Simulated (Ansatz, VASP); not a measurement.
# One calculation of MnH4, two programs

```
CELL_PARAMETERS angstrom
2.42759 0.00000 0.00000
-1.21380 2.10236 0.00000
0.00000 0.00000 8.68410
ATOMIC_POSITIONS crystal
Mn 0.00000 0.00000 0.00000
H 0.33333 0.66667 0.88088
H 0.33333 0.66667 0.49996
H 0.66667 0.33333 0.11912
H 0.66667 0.33333 0.50004
```

Change from the starting cell: species swapped into the Co4H type (P-3m1, No. 164).

Alike in both runs: functional PBE; k mesh 18 × 18 × 6; occupations gaussian, width 0.1 eV; collinear spin.

Ansatz relaxed the structure, and its values are those at the end. VASP's run is a single point on that final structure, the one shown.

|  | VASP | Ansatz |
| --- | --- | --- |
| version | VASP 6.6.1 | Ansatz 0.2.0 |
| potentials or method | VASP PAW PBE potentials, release 64 (Mn_pv, H), cutoff 520 eV | scalar-relativistic, plane waves, PAW |
| valence electrons in the cell | 17 | 19 |

```tsv
	VASP	Ansatz	Ansatz less VASP
gap on the k mesh at the Fermi level (eV)	none	none	-
pressure (GPa)	0.0	0.0	+0.03
rms of the force components (eV/Å)	0.004	0.001	-0.0036
net moment per atom (μB)	0.35	0.34	-0.003
size of the moment on the site where the two differ most (μB)	1.75	1.42	-0.339
```

Site moments also hang on the region over which each program counts them. A gap of «none» marks a metal or a gap that the smearing closes. VASP's potentials hold 17 valence electrons a cell and Ansatz's 19, so a difference there can come from the potentials and not from the codes.
